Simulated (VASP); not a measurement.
The system is B2I3.

```
B I
1.0
     3.56626    2.05898    6.49113
    -3.56626    2.05898    6.49113
     0.00000   -4.11797    6.49113
B I
4 6
Direct
  0.85218 0.85218 0.85218
  0.64782 0.64782 0.64782
  0.14782 0.14782 0.14782
  0.35218 0.35218 0.35218
  0.05625 0.44375 0.75000
  0.75000 0.05625 0.44375
  0.44375 0.75000 0.05625
  0.94375 0.55625 0.25000
  0.25000 0.94375 0.55625
  0.55625 0.25000 0.94375
```

- Program: VASP 6.6.1
- Task: relaxation of cell and atoms
- Functional: PBE
- Potentials or basis: VASP PAW PBE potentials, release 64 (B, I)
- Cutoff: 600 eV
- k mesh: 3 × 3 × 3
- Occupations: gaussian, width 0.1 eV
- Spin: no spin polarisation

At the start: pressure -3.3 GPa; volume 28.60 Å³/atom.

Q: How do energy, volume and symmetry change on relaxing?

A: Over 21 steps the energy falls by 219.5 meV/atom and the volume is 33.05 Å³/atom (+15.6 %); space group R-3c (No. 167, to 0.1 Å) before and after.

Step by step:
```
step  energy change (eV)  largest force (eV/Å)  pressure (GPa)  volume (Å³)
   1              0.0000                0.4438           -3.26       285.98
   2             -0.4652                0.5741           -1.43       262.55
   3             -0.6081                0.6523            0.75       245.12
   4             -0.8197                0.5859            0.98       243.47
   5             -1.0841                0.5009            2.78       237.98
   6             -1.0977                0.4876            2.22       239.22
   7             -1.2970                0.6166            0.72       250.90
   8             -1.4437                0.8453           -1.15       275.87
   9             -1.6524                0.7471           -0.62       279.58
  10             -1.9951                0.2600            1.51       290.89
  11             -2.1023                0.1002            0.55       313.22
  12             -2.1042                0.1065            0.40       317.55
  13             -2.1250                0.0354            0.06       320.95
  14             -2.1298                0.1027           -0.21       323.52
  15             -2.1452                0.1069            0.01       322.70
  16             -2.1481                0.1101            0.16       322.11
  17             -2.1596                0.1186            0.05       324.56
  18             -2.1797                0.1422           -0.24       331.82
  19             -2.1899                0.0562            0.06       329.82
  20             -2.1907                0.0705            0.17       329.07
  21             -2.1954                0.0328            0.07       330.47
```

Final structure:
```xyz
10
Lattice="3.4501 1.9919 8.0145 -3.4501 1.9919 8.0145 0.0000 -3.9838 8.0145" Properties=species:S:1:pos:R:3 pbc="T T T"
B     0.0000    0.0000   21.1656
B     0.0000    0.0000   14.8995
B     0.0000    0.0000    2.8778
B     0.0000    0.0000    9.1439
I    -0.9541   -1.9919   10.0181
I     2.2021    0.1697   10.0181
I    -1.2480    1.8222   10.0181
I     0.9541    1.9919   14.0253
I    -2.2021   -0.1697   14.0253
I     1.2480   -1.8222   14.0253
```

Caveat: the volume moved by over 15 % at a fixed basis, so the end points are rough.
